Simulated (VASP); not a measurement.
A run of VASP 6.6.1:

Contents of INCAR:

```
SYSTEM = SiC
PREC = Accurate
ENCUT = 520
EDIFF = 1E-6
ISMEAR = 0
SIGMA = 0.01
LREAL = .FALSE.
LASPH = .TRUE.
NELM = 60
ALGO = Normal
ISIF = 2
LWAVE = .FALSE.
LCHARG = .FALSE.
GGA = PS
NBANDS = 11
```

Contents of KPOINTS:

```
regular mesh
0
G
  10 10 10
  0 0 0
```

POSCAR

```
SiC
1.0
    0.0000000000      2.1484011783      2.1484011783
    2.1484011783      0.0000000000      2.1484011783
    2.1484011783      2.1484011783      0.0000000000
Si C
1 1
Direct
    0.0000000000      0.0000000000      0.0000000000
    0.7500000000      0.7500000000      0.7500000000
```

Potentials or basis: VASP PAW PBE potentials, release 64 (Si, C).

The run is started by

```console
$ cat potpaw_PBE.64/Si/POTCAR potpaw_PBE.64/C/POTCAR > POTCAR
$ mpirun -np 1 vasp_std > vasp.out
```

Hardware: 1 thread of AMD EPYC 7R43 64-Core Processor (Zen 3), with other jobs on the host.

**Question.** Estimate the wall time of this run.

**Answer.** Run time: 8.9 s on 1 thread of AMD EPYC 7R43 64-Core Processor (Zen 3), on a shared host, peak memory 0.1 GiB. Counts: scf iterations 11, k points 47.
